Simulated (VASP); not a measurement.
A run of VASP 6.6.1 is set up as follows.

Contents of INCAR:

```
AGGAC = 1.0
AGGAX = 1.0
ALDAC = 0.0
ALDAX = 1.0
ALGO = Normal
EDIFF = 1E-6
ENCUT = 520
GGA = B5
ISIF = 2
ISMEAR = -1
IVDW = 12
LASPH = True
LCHARG = True
LELF = True
LREAL = False
LVHAR = True
LWAVE = False
NBANDS = 8
NELM = 100
PREC = Accurate
SIGMA = 0.05
VDW_A1 = 0.4298
VDW_A2 = 4.2359
VDW_S6 = 1.0
VDW_S8 = 2.6996
```

KPOINTS

```
k-points
0
Gamma
  10 10 10
```

The input POSCAR:

```
As
1.0
    2.7056804379      0.0000000000      0.0000000000
    0.0000000000      2.7056804379      0.0000000000
    0.0000000000      0.0000000000      2.7056804379
As
1
Direct
    0.5000000000      0.5000000000      0.5000000000
```

Potentials or basis: VASP PAW PBE potentials, release 64 (As).

The run is started by

```console
$ cat potpaw_PBE.64/As/POTCAR > POTCAR
$ mpirun -np 1 vasp_std > vasp.out
```

(1) What does it give for the pressure?

(2) What does it give for the dispersion energy per atom?

Results:

(1) 0.4 GPa.

(2) -1.031 eV.

Caveat: the PAW data sets were made with another functional, which shifts forces and pressure a little; pairwise dispersion overbinds metals, which lowers pressure and volume.
